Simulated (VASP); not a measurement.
# Dy5C (P-62m) in VASP: single point with PBE

Aim: the single point of Dy5C with PBE.

Program: VASP 6.6.1. These are calculated values, not measurements. Logs are shortened: lines on timing, memory, paths and dates and some standing lists are left out, and cuts for length are marked.

## Step 1: The cell of the first run

The structure is hexagonal, space group P-62m (No. 189). Conventional cell: a = 5.996 Å, b = 5.996 Å, c = 8.456 Å, α = 90.00°, β = 90.00°, γ = 120.00°. Dy (site symmetry m2m) has 2 C at 2.47 to 3.52 Å and 6 Dy at 3.13 to 3.34 Å within 3.6 Å. Dy (site symmetry 3m) has 1 C at 2.24 Å within 3.0 Å. C (site symmetry -62m) has 5 Dy at 2.24 to 2.47 Å within 3.0 Å.

The cell was built from a structure type or drawn by symmetry, and may not be a known phase.

## Step 2: Single point, PBE

Contents of INCAR:

```
ALGO     = Normal         # electronic algorithm
EDIFF    = 1E-6           # SCF threshold, eV
ENCUT    = 600            # plane-wave cutoff, eV
GGA      = PE             # functional
GGA_COMPAT= F            
ISIF     = 2              # what is computed and relaxed
ISMEAR   = 0              # smearing method
LASPH    = T              # aspherical terms in the spheres
LCHARG   = F              # write CHGCAR
LMAXMIX  = 6              # l up to which the mixer works
LREAL    = F              # projectors in reciprocal space
LWAVE    = F              # write WAVECAR
NBANDS   = 34             # bands
NELM     = 200            # most SCF steps
PREC     = Accurate       # precision mode
SIGMA    = 0.2            # smearing width, eV
```

Contents of KPOINTS:

```
k-points
0
Gamma
  4 4 3
```

Contents of POSCAR:

```
Dy5C
1.0
    5.9959098834     -0.0000000032      0.0000000000
   -2.9979549389      5.1926102795      0.0000000000
    0.0000000000      0.0000000000      8.4564692732
Dy C
5 1
Direct
    0.5873335426      0.0000000000      0.0000000000
    0.0000000000      0.5873335426      0.0000000000
    0.4126664574      0.4126664574      0.0000000000
    0.0000000000      0.0000000000      0.2646136466
    0.0000000000      0.0000000000      0.7353863534
    0.0000000000      0.0000000000      0.0000000000
```

Potentials or basis: VASP PAW PBE potentials, release 64 (Dy_3, C), 4f in core.

Started as:

```sh
cat potpaw_PBE.64/Dy_3/POTCAR potpaw_PBE.64/C/POTCAR > POTCAR
mpirun -np 1 vasp_std > vasp.out
```

OUTCAR:

```text
EDIFF = 1E-6
   ENCUT = 600
   GGA = PE
   ISIF = 2
   ISMEAR = 0
   LASPH = T
   LREAL = F
   NELM = 200
   PREC = Accurate

 ion  position               nearest neighbor table
   1  0.587  0.000  0.000-   6 2.47   3 3.13   2 3.13   3 3.13   2 3.13   5 3.34   4 3.34
   2  0.000  0.587  0.000-   6 2.47   3 3.13   3 3.13   1 3.13   1 3.13   5 3.34   4 3.34
   3  0.413  0.413  0.000-   6 2.47   2 3.13   2 3.13   1 3.13   1 3.13   5 3.34   4 3.34
   4  0.000  0.000  0.265-   6 2.24   1 3.34   2 3.34   3 3.34
   5  0.000  0.000  0.735-   6 2.24   1 3.34   2 3.34   3 3.34
   6  0.000  0.000  0.000-   4 2.24   5 2.24   1 2.47   2 2.47   3 2.47

  LATTYP: Found a hexagonal cell.
 ALAT       =     5.9959098834
 C/A-ratio  =     1.4103729772

  Lattice vectors:

 A1 = (   5.9959098834,  -0.0000000032,   0.0000000000)
 A2 = (  -2.9979549389,   5.1926102795,   0.0000000000)
 A3 = (   0.0000000000,   0.0000000000,   8.4564692732)

Analysis of symmetry for initial positions (statically):
=====================================================================
 Subroutine PRICEL returns:
 Original cell was already a primitive cell.

 Routine SETGRP: Setting up the symmetry group for a
 hexagonal supercell.

 Subroutine GETGRP returns: Found 12 space group operations
 (whereof 12 operations were pure point group operations)
 out of a pool of 24 trial point group operations.

The static configuration has the point symmetry D_3h.

Analysis of symmetry for dynamics (positions and initial velocities):
=====================================================================
 Subroutine PRICEL returns:
 Original cell was already a primitive cell.

 Routine SETGRP: Setting up the symmetry group for a
 hexagonal supercell.

 Subroutine GETGRP returns: Found 12 space group operations
 (whereof 12 operations were pure point group operations)
 out of a pool of 24 trial point group operations.

The dynamic configuration has the point symmetry D_3h.

 Subroutine INISYM returns: Found 12 space group operations
 (whereof 12 operations are pure point group operations),
 and found     1 'primitive' translations

----------------------------------------------------------------------------------------

                                     Primitive cell

  volume of cell :     263.2873

  direct lattice vectors                    reciprocal lattice vectors
     5.995909883 -0.000000003  0.000000000     0.166780359  0.096290685  0.000000000
    -2.997954939  5.192610280  0.000000000     0.000000000  0.192581370  0.000000000
     0.000000000  0.000000000  8.456469273     0.000000000  0.000000000  0.118252662

  length of vectors
     5.995909883  5.995909883  8.456469273     0.192581370  0.192581370  0.118252662

  position of ions in fractional coordinates (direct lattice)
     0.587333543  1.000000000  0.000000000
     0.000000000  0.587333543  0.000000000
     0.412666457  0.412666457  0.000000000
     0.000000000  0.000000000  0.264613647
     0.000000000  0.000000000  0.735386353
     0.000000000  0.000000000  0.000000000

  ion indices of the primitive-cell ions
   primitive index   ion index
                 1           1
                 2           2
                 3           3
                 4           4
                 5           5
                 6           6

----------------------------------------------------------------------------------------

 KPOINTS: k-points

Automatic generation of k-mesh.
 Grid dimensions read from file:
 generate k-points for:    4    4    3

 Generating k-lattice:

  Cartesian coordinates                     Fractional coordinates (reciprocal lattice)
     0.041695090  0.024072671  0.000000000     0.250000000  0.000000000  0.000000000
     0.000000000  0.048145342  0.000000000    -0.000000000  0.250000000  0.000000000
     0.000000000  0.000000000  0.039417554     0.000000000  0.000000000  0.333333333

  Length of vectors
     0.048145342  0.048145342  0.039417554

  Shift w.r.t. Gamma in fractional coordinates (k-lattice)
     0.000000000  0.000000000  0.000000000

 Subroutine IBZKPT returns following result:
 ===========================================

 Found      8 irreducible k-points:

 Following reciprocal coordinates:
            Coordinates               Weight
  0.000000  0.000000  0.000000      1.000000
  0.250000  0.000000  0.000000      6.000000
  0.500000  0.000000  0.000000      3.000000
  0.250000  0.250000  0.000000      6.000000
  0.000000  0.000000  0.333333      2.000000
  0.250000  0.000000  0.333333     12.000000
  0.500000  0.000000  0.333333      6.000000
  0.250000  0.250000  0.333333     12.000000
   k-points           NKPTS =      8   k-points in BZ     NKDIM =      8   number of bands    NBANDS=     34
   number of dos      NEDOS =    301   number of ions     NIONS =      6
   total plane-waves  NPLWV = 161280
   dimension x,y,z NGX =    48 NGY =   48 NGZ =   70
   dimension x,y,z NGXF=    96 NGYF=   96 NGZF=  140
   ions per type =               5   1
   NGX,Y,Z   is equivalent  to a cutoff of  13.31, 13.31, 13.76 a.u.
   NGXF,Y,Z  is equivalent  to a cutoff of  26.62, 26.62, 27.52 a.u.
 SYSTEM =  unknown system
   PREC   = accura    normal or accurate (medium, high low for compatibility)
   ISTART =      0    job   : 0-new  1-cont  2-samecut
   ICHARG =      2    charge: 1-file 2-atom 10-const
   ISPIN  =      1    spin polarized calculation?
   LNONCOLLINEAR =      F non collinear calculations
   LSORBIT =      F    spin-orbit coupling
   LASPH  =      T    aspherical Exc in radial PAW
   ENCUT  =  600.0 eV  44.10 Ry    6.64 a.u.  11.98 11.98 16.89*2*pi/ulx,y,z
   NELM   =    200;   NELMIN=  2; NELMDL= -5     # of ELM steps
   EDIFF  = 0.1E-05   stopping-criterion for ELM
   LREAL  =      F    real-space projection
   EDIFFG = 0.1E-04   stopping-criterion for IOM
   NSW    =      0    number of steps for IOM
   IBRION =     -1    ionic relax: 0-MD 1-quasi-New 2-CG
   NFREE  =      0    steps in history (QN), initial steepest desc. (CG)
   ISIF   =      2    stress and relaxation
   ISYM   =      2    0-nonsym 1-usesym 2-fastsym
   POTIM  = 0.5000    time-step for ionic-motion
   TEBEG  =    0.0;   TEEND  =   0.0 temperature during run
   PSTRESS=    0.0 pullay stress
   NELECT =      49.0000    total number of electrons
   NUPDOWN=      -1.0000    fix difference up-down
   EMIN   =  10.00;   EMAX   =-10.00  energy-range for DOS
   EFERMI =   0.00;   METHOD = LEGACY
   ISMEAR =     0;   SIGMA  =   0.20  broadening in eV -4-tet -1-fermi 0-gaus
   EFERMI_NEDOS =   21; number of points for ismear=-14 and -15
   IALGO  =     38    algorithm
   IMIX   =      4    mixing-type and parameters
     AMIX     =   0.40;   BMIX     =  1.00
     AMIX_MAG =   1.60;   BMIX_MAG =  1.00
  volume/ion in A,a.u.               =      43.88       296.13
  Fermi-wavevector in a.u.,A,eV,Ry     =   0.934681  1.766292 11.886446  0.873629
  Thomas-Fermi vector in A             =   2.061511
   LORBIT       =      0    0 simple, 1 ext, 2 COOP (PROOUT), +10 PAW based schemes
   GGA     = PE    functional components
   LHFCALC =     F    Hartree Fock is set to
   AEXX    =    0.0000 exact exchange contribution
   IVDW    =     0    specifies the selected vdW correction
   LEPSILON=     F    determine dielectric tensor
   LRPA    =     F    only Hartree local field effects (RPA)
 non-spin polarized calculation
 Gauss-broadening in eV      SIGMA  =   0.20
  energy-cutoff  :      600.00
  volume of cell :      263.29
 maximum number of plane-waves:      8808
 NGX is ok and might be reduce to    48
   NGX = 23   NGY = 23   NGZ = 33

 number of electron      48.9999999 magnetization

 Free energy of the ion-electron system (eV)
  ---------------------------------------------------
  ext. energy  EPLUGINS =         0.00000000
  ---------------------------------------------------
  free energy    TOTEN  =       -26.40134715 eV

  energy without entropy =      -26.21175627  energy(sigma->0) =      -26.30655171

 E-fermi :   0.9074     XC(G=0):  -7.5599

 val. band max:        0.8735810239   @ k =   0.5000   0.0000   0.0000
 cond. band min:       0.9146906908   @ k =   0.5000   0.0000   0.0000
 fundamental gap:      0.0411096669
 Fermi energy:         0.9073715968

 k-point     1 :       0.0000    0.0000    0.0000
  band No.  band energies     occupation
      1     -23.3077      2.00000
      2     -23.3037      2.00000
      3     -23.3037      2.00000
      4     -23.2711      2.00000
      5     -23.2711      2.00000
      6     -23.1925      2.00000
[... 26 lines left out ...]
     33       3.0609      0.00000
     34       3.0859      0.00000

 k-point     2 :       0.2500    0.0000    0.0000
  band No.  band energies     occupation
      1     -23.3449      2.00000
      2     -23.3015      2.00000
      3     -23.2820      2.00000
      4     -23.2772      2.00000
      5     -23.2727      2.00000
      6     -23.1867      2.00000
[... 26 lines left out ...]
     33       2.5994      0.00000
     34       2.7087      0.00000

 k-point     3 :       0.5000    0.0000    0.0000
  band No.  band energies     occupation
      1     -23.3667      2.00000
      2     -23.2908      2.00000
      3     -23.2826      2.00000
      4     -23.2763      2.00000
      5     -23.2744      2.00000
      6     -23.1816      2.00000
[... 26 lines left out ...]
     33       2.7101      0.00000
     34       2.7922      0.00000

 k-point     4 :       0.2500    0.2500    0.0000
  band No.  band energies     occupation
      1     -23.3564      2.00000
      2     -23.2904      2.00000
      3     -23.2807      2.00000
      4     -23.2782      2.00000
      5     -23.2764      2.00000
      6     -23.1816      2.00000
[... 26 lines left out ...]
     33       2.6953      0.00000
     34       2.9464      0.00000

 k-point     5 :       0.0000    0.0000    0.3333
  band No.  band energies     occupation
      1     -23.3004      2.00000
      2     -23.3004      2.00000
      3     -23.2799      2.00000
      4     -23.2745      2.00000
      5     -23.2745      2.00000
      6     -23.2214      2.00000
[... 26 lines left out ...]
     33       2.9764      0.00000
     34       2.9791      0.00000

 k-point     6 :       0.2500    0.0000    0.3333
  band No.  band energies     occupation
      1     -23.3205      2.00000
      2     -23.2978      2.00000
      3     -23.2820      2.00000
      4     -23.2762      2.00000
      5     -23.2732      2.00000
      6     -23.2203      2.00000
[... 26 lines left out ...]
     33       2.4703      0.00000
     34       2.6212      0.00000

 k-point     7 :       0.5000    0.0000    0.3333
  band No.  band energies     occupation
      1     -23.3387      2.00000
      2     -23.2872      2.00000
      3     -23.2865      2.00000
      4     -23.2776      2.00000
      5     -23.2723      2.00000
      6     -23.2185      2.00000
[... 26 lines left out ...]
     33       2.6204      0.00000
     34       2.6668      0.00000

 k-point     8 :       0.2500    0.2500    0.3333
  band No.  band energies     occupation
      1     -23.3269      2.00000
      2     -23.2875      2.00000
      3     -23.2848      2.00000
      4     -23.2795      2.00000
      5     -23.2737      2.00000
      6     -23.2175      2.00000
[... 26 lines left out ...]
     33       2.4163      0.00000
     34       2.7517      0.00000

------------------------ aborting loop because EDIFF is reached ----------------------------------------

  FORCE on cell =-STRESS in cart. coord.  units (eV):
  Direction    XX          YY          ZZ          XY          YZ          ZX
  --------------------------------------------------------------------------------------
  -------------------------------------------------------------------------------------
  Total        0.3836815      0.3836815      1.6666988      0.0000000      0.0000000      0.0000000
  in kB        2.3348097      2.3348097     10.1423314      0.0000000      0.0000000      0.0000000
  external PRESSURE =       4.9373169 kB  Pullay stress =       0.0000000 kB

 VOLUME and BASIS-vectors are now :
 -----------------------------------------------------------------------------
  energy-cutoff  :      600.00
  volume of cell :      263.29
      direct lattice vectors                 reciprocal lattice vectors
     5.995909883 -0.000000003  0.000000000     0.166780359  0.096290685  0.000000000
    -2.997954939  5.192610280  0.000000000     0.000000000  0.192581370  0.000000000
     0.000000000  0.000000000  8.456469273     0.000000000  0.000000000  0.118252662

 POSITION                                       TOTAL-FORCE (eV/Angst)
 -----------------------------------------------------------------------------------
      3.52160     -0.00000      0.00000         0.023315     -0.000000      0.000000
     -1.76080      3.04979      0.00000        -0.011657      0.020191      0.000000
      1.23716      2.14282      0.00000        -0.011657     -0.020191      0.000000
      0.00000      0.00000      2.23770         0.000000     -0.000000      0.155650
      0.00000      0.00000      6.21877         0.000000     -0.000000     -0.155650
      0.00000      0.00000      0.00000         0.000000     -0.000000      0.000000
 -----------------------------------------------------------------------------------
    total drift:                               -0.000000     -0.000000      0.000000

  FREE ENERGIE OF THE ION-ELECTRON SYSTEM (eV)
  ---------------------------------------------------
  free  energy   TOTEN  =       -26.4013471495 eV

  energy  without entropy=      -26.2117562708  energy(sigma->0) =      -26.30655171
```

It took 1.9 min on 1 thread of Intel Xeon Platinum 8259CL at 2.50GHz (Skylake/Cascade Lake), shared host; peak memory 0.41 GiB.

What came out:

```
Free energy            : -26.4013 eV
Pressure               : 0.5 GPa
Largest force          : 0.156 eV/Å
Band gap on the k mesh : zero (an odd number of electrons rules out a gap without spin polarisation)
```

Forces in eV/Å, atoms in the order of the input:
```
Dy   0.023  0.000  0.000
Dy  -0.012  0.020  0.000
Dy  -0.012 -0.020  0.000
Dy   0.000  0.000  0.156
Dy   0.000  0.000 -0.156
C    0.000  0.000  0.000
```

Stress tensor (GPa, compression positive):
```
0.23 0.00 0.00
0.00 0.23 0.00
0.00 0.00 1.01
```

Levels at points of the mesh, in eV from the Fermi level:
| k point | band 21 | band 22 | band 23 | band 24 | band 25 | band 26 | band 27 | band 28 |
| --- | --- | --- | --- | --- | --- | --- | --- | --- |
| (0.00, 0.00, 0.00) | -1.35 | -0.79 | -0.32 | -0.32 | -0.24 | -0.24 | -0.20 | 0.36 |
| (0.50, 0.00, 0.00) | -1.44 | -0.69 | -0.03 | 0.01 | 0.01 | 0.04 | 0.12 | 0.60 |

Caveat: spin-orbit coupling is left out, which moves the levels of the heavy elements; the 4f electrons are frozen in the core, so they carry no moment and show no levels.
